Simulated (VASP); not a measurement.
A run of VASP 6.6.1 is set up as follows.

The input INCAR:

```
SYSTEM = WS2
PREC     = Accurate       ! precision mode
ENCUT    = 520            ! plane-wave cutoff, eV
EDIFF    = 1E-6           ! SCF threshold, eV
ISMEAR   = -1             ! smearing method
SIGMA    = 0.05           ! smearing width, eV
LREAL    = .FALSE.        ! projectors in reciprocal space
LASPH    = .TRUE.         ! aspherical terms in the spheres
NELM     = 80             ! most SCF steps
ALGO     = Normal         ! electronic algorithm
ISIF     = 2              ! what is computed and relaxed
LWAVE    = .FALSE.        ! write WAVECAR
LCHARG   = .TRUE.         ! write CHGCAR
GGA      = CA             ! functional
LELF     = .TRUE.         ! ELF
LVHAR    = .TRUE.       
NBANDS   = 35             ! bands
```

KPOINTS

```
regular mesh
0
G
  10 10 3
  0 0 0
```

File POSCAR:

```
WS2
1.0
    3.1370217585      0.0000000000      0.0000000000
   -1.5685108793      2.7167405351      0.0000000000
    0.0000000000      0.0000000000     12.3310603717
W S
2 4
Direct
    0.6666666667      0.3333333333      0.7500000000
    0.3333333333      0.6666666667      0.2500000000
    0.6666666667      0.3333333333      0.3750000000
    0.3333333333      0.6666666667      0.8750000000
    0.6666666667      0.3333333333      0.1250000000
    0.3333333333      0.6666666667      0.6250000000
```

Potentials or basis: VASP PAW LDA potentials, release 64 (W_sv, S).

The run is started by

```console
$ cat potpaw_LDA.64/W_sv/POTCAR potpaw_LDA.64/S/POTCAR > POTCAR
$ mpirun -np 1 vasp_std > vasp.out
```

Q: Estimate the largest force.

A: 0.431 eV/Å.

Q: Estimate the band gap on the k mesh.

A: 1.01 eV, indirect (least direct gap 2.18 eV).

Q: Predict the pressure.

A: 1.5 GPa.

Forces on the atoms (eV/Å):
```
W    0.000  0.000  0.000
W    0.000  0.000  0.000
S    0.000  0.000  0.431
S    0.000  0.000  0.431
S    0.000  0.000 -0.431
S    0.000  0.000 -0.431
```

Caveat: spin-orbit coupling is left out, which moves the levels of the heavy elements. A k mesh can miss the band edges.
